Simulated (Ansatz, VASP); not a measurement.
Al: VASP beside Ansatz

```xyz
1
Lattice="0.0000 2.0078 2.0078 2.0078 0.0000 2.0078 2.0078 2.0078 0.0000" Properties=species:S:1:pos:R:3 pbc="T T T"
Al    0.0000    0.0000    0.0000
```

Alike in both runs: task relaxation of cell and atoms; functional PBEsol; k mesh 20 × 20 × 20; occupations fermi-dirac, width 0.15 eV; no spin polarisation.

|  | VASP | Ansatz |
| --- | --- | --- |
| version | VASP 6.6.1 | Ansatz 0.2.0 |
| potentials or method | VASP PAW PBE potentials, release 64 (Al), cutoff 600 eV | scalar-relativistic, plane waves, PAW |
| valence electrons in the cell | 3 | 3 |

```csv
,VASP,Ansatz,Ansatz less VASP
"gap on the k mesh at the Fermi level, each at its own relaxed structure (eV)",none,none,-
relaxed volume (Å³/atom),16.19,16.20,+0.011
relaxed cell length with the largest relative difference (Å),2.839,2.840,+0.0006
```

VASP's potentials were made for PBE, not for PBEsol. A gap of «none» marks a metal or a gap that the smearing closes.

Noted on VASP's run: the relaxation stopped at its first step, so nothing moved.
